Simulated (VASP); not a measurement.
Wanted: the native input for a VASP 6.6.1 run.

```yaml
Task: single point
Functional: PBE
Potentials_or_basis: VASP PAW PBE potentials, release 64 (Mg, O)
Cutoff: 520 eV
k_mesh: 6 × 6 × 6
Occupations: gaussian, width 0.01 eV
Spin: no spin polarisation
Dipole_correction: no
Further_INCAR_settings: ALGO = Normal; EDIFF = 1e-06; NBANDS = 11
```

The structure of MgO (Periclase) lies in POSCAR:

```
MgO
1.0
    0.0000000000      2.1085000000      2.1085000000
    2.1085000000      0.0000000000      2.1085000000
    2.1085000000      2.1085000000      0.0000000000
Mg O
1 1
Direct
    0.0000000000      0.0000000000      0.0000000000
    0.5000000000      0.5000000000      0.5000000000
```

These files were run (other wordings do the same):

INCAR

```
SYSTEM = MgO
PREC     = Accurate       ! precision mode
ENCUT    = 520            ! plane-wave cutoff, eV
EDIFF    = 1E-6           ! SCF threshold, eV
ISMEAR   = 0              ! smearing method
SIGMA    = 0.01           ! smearing width, eV
LREAL    = .False.        ! projectors in reciprocal space
LASPH    = .True.         ! aspherical terms in the spheres
NELM     = 80             ! most SCF steps
ALGO     = Normal         ! electronic algorithm
ISIF     = 2              ! what is computed and relaxed
LWAVE    = .False.        ! write WAVECAR
LCHARG   = .False.        ! write CHGCAR
GGA      = PE             ! functional
NBANDS   = 11             ! bands
```

KPOINTS

```
regular mesh
0
Gamma
  6 6 6
  0 0 0
```

Potentials or basis: VASP PAW PBE potentials, release 64 (Mg, O).

Launch:

```console
$ cat potpaw_PBE.64/Mg/POTCAR potpaw_PBE.64/O/POTCAR > POTCAR
$ mpirun -np 1 vasp_std > vasp.out
```

It gave:

The pressure is 3.4 GPa and the band gap on the k mesh is 4.69 eV, direct.

Caveat: the k points lie up to 0.43 Å⁻¹ apart.

Wall time 6.6 s on 1 thread of Intel(R) Xeon(R) Platinum 8259CL CPU @ 2.50GHz (Skylake/Cascade Lake) (shared host), peak memory 0.13 GiB.
